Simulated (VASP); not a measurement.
# MgO (R-3m) in VASP: notebook

The runs below take MgO through single point, with r2SCAN.

All numbers are computed with VASP 6.6.1; they aren't measurements. Logs are shortened: lines on timing, memory, paths and dates and some standing lists are left out, and cuts for length are marked.

## (1) The cell of the first run

The structure is trigonal, space group R-3m (No. 166). The conventional cell has a = 2.913 Å, b = 2.913 Å, c = 7.331 Å, α = 90.00°, β = 90.00°, γ = 120.00°. Mg (site symmetry -3m) has 6 O at 2.08 Å within 2.8 Å. O (site symmetry -3m) has 6 Mg at 2.08 Å within 2.8 Å.

## (2) Single point, r2SCAN (epitaxial 111 strain -2.0%)

POSCAR

```
MgO
1.0
    0.0374105964      2.0975346636      2.0975346636
    2.0975346636      0.0374105964      2.0975346636
    2.0975346636      2.0975346636      0.0374105964
Mg O
1 1
Direct
    0.0000000000      0.0000000000      0.0000000000
    0.5000000000      0.5000000000      0.5000000000
```

INCAR.step1

```
ALGO = Normal
EDIFF = 1E-4
ENCUT = 520
GGA = PE
ISMEAR = 0
LASPH = T
LCHARG = F
LREAL = F
LWAVE = T
NBANDS = 11
NELM = 80
PREC = Accurate
SIGMA = 0.01
```

INCAR.step2

```
ALGO = Normal
EDIFF = 1E-6
ENCUT = 520
ISIF = 2
ISMEAR = 0
ISTART = 1
LASPH = T
LCHARG = F
LMIXTAU = T
LREAL = F
LWAVE = F
METAGGA = R2SCAN
NBANDS = 11
NELM = 80
PREC = Accurate
SIGMA = 0.01
```

KPOINTS

```
k-points
0
Gamma
  10 10 10
```

Potentials or basis: VASP PAW PBE potentials, release 64 (Mg, O).

Started as:

```sh
$ cat potpaw_PBE.64/Mg/POTCAR potpaw_PBE.64/O/POTCAR > POTCAR
$ cp INCAR.step1 INCAR
$ mpirun -np 1 vasp_std > vasp.out
$ cp INCAR.step2 INCAR
$ mpirun -np 1 vasp_std > vasp.out
```

OUTCAR:

```text
EDIFF = 1E-6
   ENCUT = 520
   ISIF = 2
   ISMEAR = 0
   ISTART = 1
   LASPH = T
   LREAL = F
   METAGGA = R2SCAN
   NELM = 80
   PREC = Accurate

 ion  position               nearest neighbor table
   1  0.000  0.000  0.000-   2 2.08   2 2.08   2 2.08   2 2.08   2 2.08   2 2.08
   2  0.500  0.500  0.500-   1 2.08   1 2.08   1 2.08   1 2.08   1 2.08   1 2.08

  LATTYP: Found a trigonal (rhomboedric) cell.
 ALAT       =     2.9665978633
 COS(alpha) =     0.5177531580

  Lattice vectors:

 A1 = (   0.0374105964,   2.0975346636,   2.0975346636)
 A2 = (   2.0975346636,   0.0374105964,   2.0975346636)
 A3 = (   2.0975346636,   2.0975346636,   0.0374105964)

Analysis of symmetry for initial positions (statically):
=====================================================================
 Subroutine PRICEL returns:
 Original cell was already a primitive cell.

 Routine SETGRP: Setting up the symmetry group for a
 trigonal (rhombohedral) supercell.

 Subroutine GETGRP returns: Found 12 space group operations
 (whereof 12 operations were pure point group operations)
 out of a pool of 12 trial point group operations.

The static configuration has the point symmetry D_3d.

Analysis of symmetry for dynamics (positions and initial velocities):
=====================================================================
 Subroutine PRICEL returns:
 Original cell was already a primitive cell.

 Routine SETGRP: Setting up the symmetry group for a
 trigonal (rhombohedral) supercell.

 Subroutine GETGRP returns: Found 12 space group operations
 (whereof 12 operations were pure point group operations)
 out of a pool of 12 trial point group operations.

The dynamic configuration has the point symmetry D_3d.

 Subroutine INISYM returns: Found 12 space group operations
 (whereof 12 operations are pure point group operations),
 and found     1 'primitive' translations

----------------------------------------------------------------------------------------

                                     Primitive cell

  volume of cell :      17.9631

  direct lattice vectors                    reciprocal lattice vectors
     0.037410596  2.097534664  2.097534664    -0.244849072  0.240558587  0.240558587
     2.097534664  0.037410596  2.097534664     0.240558587 -0.244849072  0.240558587
     2.097534664  2.097534664  0.037410596     0.240558587  0.240558587 -0.244849072

  length of vectors
     2.966597863  2.966597863  2.966597863     0.419151447  0.419151447  0.419151447

  position of ions in fractional coordinates (direct lattice)
     0.000000000  0.000000000  0.000000000
     0.500000000  0.500000000  0.500000000

  ion indices of the primitive-cell ions
   primitive index   ion index
                 1           1
                 2           2

----------------------------------------------------------------------------------------

 KPOINTS: k-points

Automatic generation of k-mesh.
 Grid dimensions read from file:
 generate k-points for:   10   10   10

 Generating k-lattice:

  Cartesian coordinates                     Fractional coordinates (reciprocal lattice)
    -0.024484907  0.024055859  0.024055859     0.100000000  0.000000000 -0.000000000
     0.024055859 -0.024484907  0.024055859     0.000000000  0.100000000 -0.000000000
     0.024055859  0.024055859 -0.024484907     0.000000000  0.000000000  0.100000000

  Length of vectors
     0.041915145  0.041915145  0.041915145

  Shift w.r.t. Gamma in fractional coordinates (k-lattice)
     0.000000000  0.000000000  0.000000000

 Subroutine IBZKPT returns following result:
 ===========================================

 Found    116 irreducible k-points:

 Following reciprocal coordinates:
            Coordinates               Weight
  0.000000  0.000000  0.000000      1.000000
  0.100000  0.000000  0.000000      6.000000
  0.200000  0.000000  0.000000      6.000000
  0.300000  0.000000 -0.000000      6.000000
  0.400000  0.000000  0.000000      6.000000
  0.500000  0.000000 -0.000000      3.000000
[... 16 lines left out ...]
  0.300000  0.300000  0.000000      6.000000
  0.400000  0.300000  0.000000     12.000000
 [... further k-points ...]
   k-points           NKPTS =    116   k-points in BZ     NKDIM =    116   number of bands    NBANDS=     11
   number of dos      NEDOS =    301   number of ions     NIONS =      2
   total plane-waves  NPLWV =  13824
   dimension x,y,z NGX =    24 NGY =   24 NGZ =   24
   dimension x,y,z NGXF=    48 NGYF=   48 NGZF=   48
   ions per type =               1   1
   NGX,Y,Z   is equivalent  to a cutoff of  13.45, 13.45, 13.45 a.u.
   NGXF,Y,Z  is equivalent  to a cutoff of  26.90, 26.90, 26.90 a.u.
 SYSTEM =  unknown system
   PREC   = accura    normal or accurate (medium, high low for compatibility)
   ISTART =      1    job   : 0-new  1-cont  2-samecut
   ICHARG =      0    charge: 1-file 2-atom 10-const
   ISPIN  =      1    spin polarized calculation?
   LNONCOLLINEAR =      F non collinear calculations
   LSORBIT =      F    spin-orbit coupling
   LASPH  =      T    aspherical Exc in radial PAW
   ENCUT  =  520.0 eV  38.22 Ry    6.18 a.u.   5.52  5.52  5.52*2*pi/ulx,y,z
   NELM   =     80;   NELMIN=  2; NELMDL=  0     # of ELM steps
   EDIFF  = 0.1E-05   stopping-criterion for ELM
   LREAL  =      F    real-space projection
   EDIFFG = 0.1E-04   stopping-criterion for IOM
   NSW    =      0    number of steps for IOM
   IBRION =     -1    ionic relax: 0-MD 1-quasi-New 2-CG
   NFREE  =      0    steps in history (QN), initial steepest desc. (CG)
   ISIF   =      2    stress and relaxation
   ISYM   =      2    0-nonsym 1-usesym 2-fastsym
   POTIM  = 0.5000    time-step for ionic-motion
   TEBEG  =    0.0;   TEEND  =   0.0 temperature during run
   PSTRESS=    0.0 pullay stress
   NELECT =       8.0000    total number of electrons
   NUPDOWN=      -1.0000    fix difference up-down
   EMIN   =  10.00;   EMAX   =-10.00  energy-range for DOS
   EFERMI =   0.00;   METHOD = LEGACY
   ISMEAR =     0;   SIGMA  =   0.01  broadening in eV -4-tet -1-fermi 0-gaus
   EFERMI_NEDOS =   21; number of points for ismear=-14 and -15
   IALGO  =     38    algorithm
   IMIX   =      4    mixing-type and parameters
     AMIX     =   0.40;   BMIX     =  1.00
     AMIX_MAG =   1.60;   BMIX_MAG =  1.00
  volume/ion in A,a.u.               =       8.98        60.61
  Fermi-wavevector in a.u.,A,eV,Ry     =   1.250195  2.362525 21.265722  1.562986
  Thomas-Fermi vector in A             =   2.384200
   LORBIT       =      0    0 simple, 1 ext, 2 COOP (PROOUT), +10 PAW based schemes
   METAGGA = R2SCAN    functional components
   LHFCALC =     F    Hartree Fock is set to
   AEXX    =    0.0000 exact exchange contribution
   IVDW    =     0    specifies the selected vdW correction
   LEPSILON=     F    determine dielectric tensor
   LRPA    =     F    only Hartree local field effects (RPA)
 non-spin polarized calculation
 Gauss-broadening in eV      SIGMA  =   0.01
  energy-cutoff  :      520.00
  volume of cell :       17.96
 maximum number of plane-waves:       508
 NGX is ok and might be reduce to    24
   NGX = 11   NGY = 11   NGZ = 11

 number of electron       7.9999999 magnetization

 Free energy of the ion-electron system (eV)
  ---------------------------------------------------
  ext. energy  EPLUGINS =         0.00000000
  ---------------------------------------------------
  free energy    TOTEN  =       -16.14425900 eV

  energy without entropy =      -16.14425900  energy(sigma->0) =      -16.14425900

 E-fermi :   3.2808     XC(G=0): -11.7988

 val. band max:        3.1475015283   @ k =   0.0000   0.0000   0.0000
 cond. band min:       9.0702518614   @ k =   0.0000   0.0000   0.0000
 fundamental gap:      5.9227503331
 Fermi energy:         3.2807504920

 k-point     1 :       0.0000    0.0000    0.0000
  band No.  band energies     occupation
      1     -15.3324      2.00000
      2       2.9279      2.00000
      3       3.1475      2.00000
      4       3.1475      2.00000
      5       9.0703      0.00000
      6      19.6166      0.00000
      7      20.4119      0.00000
      8      20.4119      0.00000
      9      24.3781      0.00000
     10      26.2181      0.00000
     11      26.2181      0.00000

 k-point     2 :       0.1000    0.0000    0.0000
  band No.  band energies     occupation
      1     -15.2193      2.00000
      2       2.4739      2.00000
      3       2.8860      2.00000
      4       3.0693      2.00000
      5       9.6827      0.00000
      6      18.9696      0.00000
      7      20.0141      0.00000
      8      20.6684      0.00000
      9      25.4218      0.00000
     10      25.6076      0.00000
     11      26.1952      0.00000

 k-point     3 :       0.2000    0.0000    0.0000
  band No.  band energies     occupation
      1     -14.9080      2.00000
      2       1.1214      2.00000
      3       2.6914      2.00000
      4       2.8715      2.00000
      5      10.8817      0.00000
      6      17.4591      0.00000
      7      20.5981      0.00000
      8      21.1730      0.00000
      9      24.6237      0.00000
     10      25.0478      0.00000
     11      27.4053      0.00000

 k-point     4 :       0.3000    0.0000   -0.0000
  band No.  band energies     occupation
      1     -14.4883      2.00000
      2      -0.2736      2.00000
      3       2.4710      2.00000
      4       2.6391      2.00000
      5      11.7751      0.00000
      6      16.8954      0.00000
      7      20.8761      0.00000
      8      21.2884      0.00000
      9      24.9831      0.00000
     10      25.6772      0.00000
     11      26.8306      0.00000
[... 239 lines left out ...]
 k-point    22 :      -0.2000    0.2000    0.0000
  band No.  band energies     occupation
      1     -14.3599      2.00000
      2      -0.0961      2.00000
      3       1.6977      2.00000
      4       2.5101      2.00000
      5      12.8246      0.00000
      6      16.2181      0.00000
      7      19.7788      0.00000
      8      22.3820      0.00000
      9      22.7627      0.00000
     10      26.5032      0.00000
     11      30.0398      0.00000

 k-point    23 :       0.3000    0.3000    0.0000
  band No.  band energies     occupation
      1     -14.2935      2.00000
      2      -0.1802      2.00000
      3       1.9771      2.00000
      4       2.1817      2.00000
      5      13.3211      0.00000
      6      14.5548      0.00000
      7      19.1376      0.00000
      8      22.5726      0.00000
      9      22.9705      0.00000
     10      29.0233      0.00000
     11      32.8284      0.00000

 k-point    24 :       0.4000    0.3000    0.0000
  band No.  band energies     occupation
      1     -14.0331      2.00000
      2      -0.6289      2.00000
      3       1.7794      2.00000
      4       1.8234      2.00000
      5      13.8087      0.00000
      6      14.6060      0.00000
      7      18.2793      0.00000
      8      22.8977      0.00000
      9      23.5042      0.00000
     10      29.8253      0.00000
     11      32.3310      0.00000

 [... further k-points ...]
[... 5 lines left out ...]
  --------------------------------------------------------------------------------------
  -------------------------------------------------------------------------------------
  Total        0.5475480      0.5475480      0.5475480     -0.3416518     -0.3416518     -0.3416518
  in kB       48.8372396     48.8372396     48.8372396    -30.4728182    -30.4728182    -30.4728182
  external PRESSURE =      48.8372396 kB  Pullay stress =       0.0000000 kB

 VOLUME and BASIS-vectors are now :
 -----------------------------------------------------------------------------
  energy-cutoff  :      520.00
  volume of cell :       17.96
      direct lattice vectors                 reciprocal lattice vectors
     0.037410596  2.097534664  2.097534664    -0.244849072  0.240558587  0.240558587
     2.097534664  0.037410596  2.097534664     0.240558587 -0.244849072  0.240558587
     2.097534664  2.097534664  0.037410596     0.240558587  0.240558587 -0.244849072

 POSITION                                       TOTAL-FORCE (eV/Angst)
 -----------------------------------------------------------------------------------
      0.00000      0.00000      0.00000        -0.000000     -0.000000      0.000000
      2.11624      2.11624      2.11624         0.000000      0.000000     -0.000000
 -----------------------------------------------------------------------------------
    total drift:                               -0.000000     -0.000000      0.000000

  FREE ENERGIE OF THE ION-ELECTRON SYSTEM (eV)
  ---------------------------------------------------
  free  energy   TOTEN  =       -16.1442590001 eV

  energy  without entropy=      -16.1442590001  energy(sigma->0) =      -16.14425900
```

Wall time 32 s (1 thread of Intel Xeon 6975P-C (Granite Rapids), shared host); peak memory 0.16 GiB.

What came out:

- Free energy: -16.1443 eV
- Pressure: 4.9 GPa
- Band gap on the k mesh: 5.92 eV, direct

Stress tensor (GPa, compression positive):
```
 4.88 -3.05 -3.05
-3.05  4.88 -3.05
-3.05 -3.05  4.88
```

Caveat: the cell differs from its parent crystal (epitaxial 111 strain -2.0%); the PAW data sets were made with another functional, which shifts forces and pressure a little.

(Continued in part 2 of 3.)
